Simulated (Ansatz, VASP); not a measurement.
## Si2W in VASP and in Ansatz

```xyz
3
Lattice="-1.5852 1.5852 3.8620 1.5852 -1.5852 3.8620 1.5852 1.5852 -3.8620" Properties=species:S:1:pos:R:3 pbc="T T T"
W     0.0000    0.0000    0.0000
Si    0.0000    0.0000    5.1388
Si    0.0000    0.0000    2.5852
```

Change from the starting cell: volume scaled by 0.96.

Alike in both runs: task single point; functional LDA; k mesh 12 × 12 × 12; occupations fermi-dirac, width 0.05 eV; no spin polarisation.

|  | VASP | Ansatz |
| --- | --- | --- |
| version | VASP 6.6.1 | Ansatz 0.2.0 |
| potentials or method | VASP PAW LDA potentials, release 64 (W_sv, Si), cutoff 520 eV | all-electron LAPW, scalar-relativistic |

VASP gave:

| Item | Value |
| --- | --- |
| gap on the k mesh at the Fermi level (eV) | none |
| pressure (GPa) | 4.8 |
| traceless stress, the component that is largest in VASP (GPa) | 0.90 |
| rms of the force components (eV/Å) | 0.035 |

Question: What did Ansatz give for the same quantities?

Answer: gap on the k mesh at the Fermi level (eV): none; pressure (GPa): 3.9; traceless stress, the component that is largest in VASP (GPa): 0.82; rms of the force components (eV/Å): 0.026.

LDA's correlation is that of Perdew and Zunger in VASP and of Perdew and Wang (1992) in Ansatz. Atom by atom the forces differ by 0.008 eV/Å (rms over components). A gap of «none» marks a metal or a gap that the smearing closes. Ansatz ran all-electron here, and VASP with PAW potentials.

Spin-orbit coupling is off throughout.
